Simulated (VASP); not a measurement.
Set up this calculation in VASP 6.6.1, as the native input.

* Task: single point
* Functional: PBEsol
* Potentials or basis: VASP PAW PBE potentials, release 64 (Sc_sv, Al)
* Cutoff: 520 eV
* k mesh: 14 × 14 × 14
* Occupations: gaussian, width 0.1 eV
* Spin: no spin polarisation
* Dipole correction: no
* Further INCAR settings: ALGO = Fast; EDIFF = 1e-06; NBANDS = 18

The structure of ScAl3 lies in POSCAR:

```
ScAl3
1.0
    4.2341505608      0.0000000000      0.0000000000
    0.0000000000      4.0305856300      0.0000000000
    0.0000000000      0.0000000000      4.0305856300
Sc Al
1 3
Direct
    0.0000000000      0.0000000000      0.0000000000
    0.5000000000      0.0000000000      0.5000000000
    0.0000000000      0.5000000000      0.5000000000
    0.5000000000      0.5000000000      0.0000000000
```

This cell differs from its parent crystal: uniaxial strain along a: +4.0 %.

The input as run:

INCAR

```
ALGO     = Fast           # electronic algorithm
EDIFF    = 1E-6           # SCF threshold, eV
ENCUT    = 520            # plane-wave cutoff, eV
GGA      = PS             # functional
ISIF     = 2              # what is computed and relaxed
ISMEAR   = 0              # smearing method
LASPH    = True           # aspherical terms in the spheres
LCHARG   = True           # write CHGCAR
LELF     = True           # ELF
LREAL    = False          # projectors in reciprocal space
LVHAR    = True         
LWAVE    = False          # write WAVECAR
NBANDS   = 18             # bands
NELM     = 100            # most SCF steps
PREC     = Accurate       # precision mode
SIGMA    = 0.1            # smearing width, eV
```

KPOINTS

```
k-points
0
Gamma
  14 14 14
```

Potentials or basis: VASP PAW PBE potentials, release 64 (Sc_sv, Al).

Command:

```bash
$ cat potpaw_PBE.64/Sc_sv/POTCAR potpaw_PBE.64/Al/POTCAR > POTCAR
$ mpirun -np 1 vasp_std > vasp.out
```

Results of the run:

- Pressure: -1.4 GPa
- Band gap on the k mesh: zero (bands 10 and 11 overlap by 3.92 eV)

Caveat: the cell differs from its parent crystal (uniaxial strain along a: +4.0 %); the stress differs along the axes, from -6 to 1 GPa; the PAW data sets were made with another functional, which shifts forces and pressure a little.

Wall time 2 min on 1 thread of Intel(R) Xeon(R) 6975P-C (Granite Rapids), with other jobs on the host, peak memory 0.43 GiB.
